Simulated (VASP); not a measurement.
The system is K.

```xyz
2
Lattice="0.0000 4.5173 4.5173 4.5173 0.0000 4.5173 4.5173 4.5173 0.0000" Properties=species:S:1:pos:R:3 pbc="T T T"
K    -1.1293   -1.1293   -1.1293
K     1.1293    1.1293    1.1293
```

This isn't the form of K at room conditions, which is bcc.

```yaml
Program: VASP 6.6.1
Task: relaxation of cell and atoms
Functional: PBE
Potentials_or_basis: VASP PAW PBE potentials, release 64 (K_sv)
Cutoff: 600 eV
k_mesh: 8 × 8 × 8
Occupations: fermi-dirac, width 0.1 eV
Spin: no spin polarisation
```

At the start: pressure 0.3 GPa; volume 92.18 Å³/atom.

**Question.** Where does the relaxation end?

**Answer.** Over 5 steps the energy falls by 16.2 meV/atom and the volume is 111.68 Å³/atom (+21.2 %); space group Fd-3m (No. 227, to 0.1 Å) before and after.

The path:
| step | energy change (eV) | largest force (eV/Å) | pressure (GPa) | volume (Å³) |
| --- | --- | --- | --- | --- |
| 1 | 0.0000 | 0.0000 | 0.31 | 184.36 |
| 2 | -0.0087 | 0.0000 | 0.26 | 189.22 |
| 3 | -0.0262 | 0.0000 | 0.12 | 204.31 |
| 4 | -0.0290 | 0.0000 | -0.07 | 236.86 |
| 5 | -0.0324 | 0.0000 | -0.01 | 223.36 |

Final structure:
```
K
1.0
     0.00000    4.81572    4.81572
     4.81572    0.00000    4.81572
     4.81572    4.81572    0.00000
K
2
Direct
  0.87500 0.87500 0.87500
  0.12500 0.12500 0.12500
```

Caveat: the volume moved by over 15 % at a fixed basis, so the end points are rough.
